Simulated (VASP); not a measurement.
# OsBr: single point with PBE

Crystal: OsBr.

```
Os Br
1.0
     3.48029    0.00000    0.00000
     0.00000    3.05181    0.00000
     0.00000    0.00000    9.45050
Os Br
2 2
Direct
  0.75000 0.00000 0.58060
  0.25000 0.00000 0.41940
  0.75000 0.50000 0.22602
  0.25000 0.50000 0.77398
```

```yaml
Program: VASP 6.6.1
Task: single point
Functional: PBE
Potentials_or_basis: VASP PAW PBE potentials, release 64 (Os_sv_GW, Br)
Cutoff: 560 eV
k_mesh: 10 × 16 × 8
Occupations: gaussian, width 0.1 eV
Spin: no spin polarisation
```

The pressure is -0.3 GPa, the largest force is 0.081 eV/Å and the band gap on the k mesh is zero (bands 23 and 24 overlap by 1.99 eV).

Forces on the atoms (eV/Å):
```
Os   0.000  0.000  0.081
Os   0.000  0.000 -0.081
Br   0.000  0.000 -0.001
Br   0.000  0.000  0.001
```

Stress tensor (GPa, compression positive):
```
-0.21  0.00  0.00
 0.00 -0.47  0.00
 0.00  0.00 -0.29
```

Levels at points of the mesh, in eV from the Fermi level:
```csv
k point,band 20,band 21,band 22,band 23,band 24,band 25,band 26,band 27
"(0.00, 0.00, 0.00)",-2.32,-2.26,-1.77,-0.53,0.23,0.48,0.80,2.15
"(0.50, 0.00, 0.00)",-3.18,-1.57,-1.57,-0.64,-0.64,0.86,0.86,2.74
"(0.00, 0.50, 0.00)",-2.57,-1.26,-0.12,0.26,0.73,1.18,1.42,2.08
"(0.50, 0.50, 0.00)",-2.19,-1.94,-1.94,0.52,0.52,1.26,1.26,3.04
"(0.00, 0.00, 0.50)",-2.24,-2.05,-1.77,-0.51,0.24,0.48,0.79,2.13
"(0.50, 0.00, 0.50)",-3.18,-1.63,-1.63,-0.63,-0.63,0.86,0.86,2.55
"(0.00, 0.50, 0.50)",-2.58,-1.24,-0.28,0.25,0.73,1.18,1.39,2.12
"(0.50, 0.50, 0.50)",-2.19,-1.86,-1.86,0.44,0.44,1.25,1.25,2.99
```

It took 7 min on 1 thread of Intel(R) Xeon(R) 6975P-C (Granite Rapids), on a shared host, peak memory 0.86 GiB.

Caveat: spin-orbit coupling is left out, which moves the levels of the heavy elements; this functional lacks dispersion, which binds layers or chains, so the pressure and a relaxed spacing across them are unreliable.
